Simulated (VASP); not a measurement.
Set up this calculation in VASP 6.6.1, as the native input.

| Item | Value |
| --- | --- |
| Task | single point |
| Functional | PBE |
| Potentials or basis | VASP PAW PBE potentials, release 64 (Tl_d, Se) |
| Cutoff | 520 eV |
| k mesh | 12 × 12 × 10 |
| Occupations | gaussian, width 0.1 eV |
| Spin | no spin polarisation |
| Dipole correction | no |
| Further INCAR settings | ALGO = Normal; EDIFF = 1e-07; NBANDS = 20 |

The structure of TlSe2 lies in POSCAR:

```
TlSe2
1.0
    4.7549971600      0.0000000000      0.0000000000
   -2.3774985800      4.1179483355      0.0000000000
    0.0000000000      0.0000000000      4.4034427387
Tl Se
1 2
Direct
    0.0000000000      0.0000000000      0.0000000000
    0.3333333333      0.6666666667      0.5000000000
    0.6666666667      0.3333333333      0.5000000000
```

The input as run:

INCAR

```
PREC = Accurate
ENCUT = 520
EDIFF = 1E-7
ISMEAR = 0
SIGMA = 0.1
LREAL = F
LASPH = T
NELM = 80
ALGO = Normal
ISIF = 2
LWAVE = F
LCHARG = F
GGA = PE
NBANDS = 20
```

KPOINTS

```
regular mesh
0
Gamma
  12 12 10
```

Potentials or basis: VASP PAW PBE potentials, release 64 (Tl_d, Se).

The run is started by

```console
$ cat potpaw_PBE.64/Tl_d/POTCAR potpaw_PBE.64/Se/POTCAR > POTCAR
$ mpirun -np 1 vasp_std > vasp.out
```

It gave:

| Item | Value |
| --- | --- |
| Pressure | 0.0 GPa |
| Band gap on the k mesh | zero (an odd number of electrons rules out a gap without spin polarisation) |

Caveat: spin-orbit coupling is left out, which moves the levels of the heavy elements.

It took 2.1 min on 1 thread of Intel(R) Xeon(R) Platinum 8488C (Sapphire Rapids) (shared host), peak memory 0.33 GiB.
